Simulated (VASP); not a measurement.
A run of VASP 6.6.1 is set up as follows.

File INCAR:

```
SYSTEM = Ru
AGGAC = 1.0
AGGAX = 1.0
ALDAC = 0.0
ALDAX = 1.0
ALGO = Normal
EDIFF = 1E-7
ENCUT = 520
GGA = B5
ISIF = 2
ISMEAR = -1
LASPH = .True.
LCHARG = .False.
LREAL = .False.
LWAVE = .False.
NBANDS = 13
NELM = 60
PREC = Accurate
SIGMA = 0.1
```

File KPOINTS:

```
k-points
0
Gamma
  23 23 23
  0 0 0
```

The input POSCAR:

```
Ru
1.0
   -1.5523900818      1.5523900818      1.5523900818
    1.5523900818     -1.5523900818      1.5523900818
    1.5523900818      1.5523900818     -1.5523900818
Ru
1
Direct
    0.0000000000      0.0000000000      0.0000000000
```

Potentials or basis: VASP PAW PBE potentials, release 64 (Ru_pv).

Run with:

```console
$ cat potpaw_PBE.64/Ru_pv/POTCAR > POTCAR
$ mpirun -np 1 vasp_std > vasp.out
```

Problem. What does it give for the band gap on the k mesh?

Solution. Zero (band 7 reaches 13.36 eV, above the bottom of band 8 at 10.21 eV).

Problem. Predict the pressure.

Solution. 0.6 GPa.

Caveat: the PAW data sets were made with another functional, which shifts forces and pressure a little.
